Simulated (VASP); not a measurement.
The system is BaS.

```
CELL_PARAMETERS angstrom
0.00000 3.51941 3.51941
3.51941 0.00000 3.51941
3.51941 3.51941 0.00000
ATOMIC_POSITIONS crystal
Ba 0.00000 0.00000 0.00000
S 0.25000 0.25000 0.25000
```

Base run:

* Program: VASP 6.6.1
* Functional: PBE
* Potentials or basis: VASP PAW PBE potentials, release 64 (Ba_sv, S)
* Cutoff: 520 eV
* k mesh: 4 × 4 × 4
* Occupations: gaussian, width 0.01 eV
* Spin: no spin polarisation

Its results: band gap on the k mesh 2.76 eV, indirect (least direct gap 3.41 eV); pressure 0.4 GPa.

Task: After a change of settings the same cell gave: band gap on the k mesh 3.08 eV, indirect (least direct gap 3.67 eV); pressure 0.4 GPa. Which change was it?
A. functional from PBE to LDA; potentials or basis from VASP PAW PBE potentials, release 64 (Ba_sv, S) to VASP PAW LDA potentials, release 64 (Ba_sv, S)
B. functional from PBE to r2SCAN
C. k mesh from 4 × 4 × 4 to 6 × 6 × 6

Result: B.

r2SCAN gives the wider gap, since meta-GGAs in the generalised Kohn-Sham scheme recover part of the derivative discontinuity.

Caveats: spin-orbit coupling is left out, which moves the levels of the heavy elements; the PAW data sets were made with another functional, which shifts forces and pressure a little (some runs).
